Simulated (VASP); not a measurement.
LiH, 2 atoms in the cell. The structure is cubic, space group Fm-3m (No. 225). Conventional cell: a = 4.085 Å, b = 4.085 Å, c = 4.085 Å, α = 90.00°, β = 90.00°, γ = 90.00°. Within 2.7 Å of Li (site symmetry m-3m) lie 6 H at 2.04 Å. Within 2.7 Å of H (site symmetry m-3m) lie 6 Li at 2.04 Å.  This cell differs from its parent crystal: volume changed by +6%.

| Quantity | Value |
| --- | --- |
| Program | VASP 6.6.1 |
| Task | single point |
| Functional | PBE |
| Potentials or basis | VASP PAW PBE potentials, release 64 (Li_sv, H) |
| Cutoff | 520 eV |
| k mesh | 10 × 10 × 10 |
| Occupations | gaussian, width 0.01 eV |
| Spin | no spin polarisation |
| Dipole correction | no |
| Further INCAR settings | ALGO = Normal; EDIFF = 1e-06; NBANDS = 9 |

Potentials or basis: VASP PAW PBE potentials, release 64 (Li_sv, H).

The run is started by

```bash
$ cat potpaw_PBE.64/Li_sv/POTCAR potpaw_PBE.64/H/POTCAR > POTCAR
$ mpirun -np 1 vasp_std > vasp.out
```

Hardware: 1 thread of AMD EPYC 7R13, with other jobs on the host.

**Question.** Estimate the wall time of this run.

**Answer.** Run time: 17 s on 1 thread of AMD EPYC 7R13, with other jobs on the host, peak memory 0.1 GiB. Counts: scf iterations 11, k points 47.
